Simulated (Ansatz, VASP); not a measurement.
# Al3BiO3 in VASP and in Ansatz

Contents of INCAR:

```
SYSTEM = Al3BiO3
ALGO = Normal
EDIFF = 1E-7
EDIFFG = -0.08
ENCUT = 600
GGA = PE
IBRION = 2
ISIF = 3
ISMEAR = 0
LASPH = .True.
LCHARG = .False.
LREAL = .False.
LWAVE = .False.
NELM = 60
NSW = 36
PREC = Accurate
SIGMA = 0.15
```

The input KPOINTS:

```
k-points
0
Gamma
  3 3 3
  0 0 0
```

Contents of POSCAR:

```
Al3BiO3
1.0
    3.2800000000      1.8937088800      2.6800000000
   -3.2800000000      1.8937088800      2.6800000000
    0.0000000000     -3.7874177700      2.6800000000
Al Bi O
3 1 3
Direct
    0.5000000000      0.0001000000      0.5000000000
    0.0001000000      0.5000000000      0.5000000000
    0.5000000000      0.5000000000      0.0001000000
    0.7500000000      0.7500000000      0.7500000000
    0.2500000000      0.2500000000      0.7501000000
    0.2500000000      0.7501000000      0.2500000000
    0.7501000000      0.2500000000      0.2500000000
```

Input for Ansatz:

```yaml
crystal:
  lattice:
    - [3.28, 1.89370888, 2.68]
    - [-3.28, 1.89370888, 2.68]
    - [0.0, -3.78741777, 2.68]
  atoms:
    - { symbol: Al, position: [0.5, 0.0001, 0.5] }
    - { symbol: Al, position: [0.0001, 0.5, 0.5] }
    - { symbol: Al, position: [0.5, 0.5, 0.0001] }
    - { symbol: Bi, position: [0.75, 0.75, 0.75] }
    - { symbol: O, position: [0.25, 0.25, 0.7501] }
    - { symbol: O, position: [0.25, 0.7501, 0.25] }
    - { symbol: O, position: [0.7501, 0.25, 0.25] }
basis:
  ecutwfc: 420
kpoints:
  mp_grid: { grid: [3, 3, 3] }
hamiltonian:
  xc: pbe
scf:
  occupations: { method: gaussian, width: 0.15 }
  lower_state_search: "off"
output:
  forces: true
  stress: true
  eigenvalues: true
relax:
  adjacent_minimum: "off"
  f_tol: 0.08
  max_steps: 16
  cell: { stress_tol: 0.8 }
```

Alike in both runs: task relaxation of cell and atoms; functional PBE; k mesh 3 × 3 × 3; occupations gaussian, width 0.15 eV; no spin polarisation.

|  | VASP | Ansatz |
| --- | --- | --- |
| version | VASP 6.6.1 | Ansatz 0.2.0 |
| potentials or method | VASP PAW PBE potentials, release 64 (Al, Bi_d, O), cutoff 600 eV | scalar-relativistic, plane waves, PAW |
| valence electrons in the cell | 42 | 42 |

```tsv
	VASP	Ansatz	Ansatz less VASP
gap on the k mesh at the Fermi level, each at its own relaxed structure (eV)	0.74	0.72	-0.016
relaxed volume (Å³/atom)	15.06	15.11	+0.043
relaxed cell length with the largest relative difference (Å)	4.829	4.831	+0.0014
```

The k mesh is coarse, so the values compare programs but aren't converged. Spin-orbit coupling is off throughout.
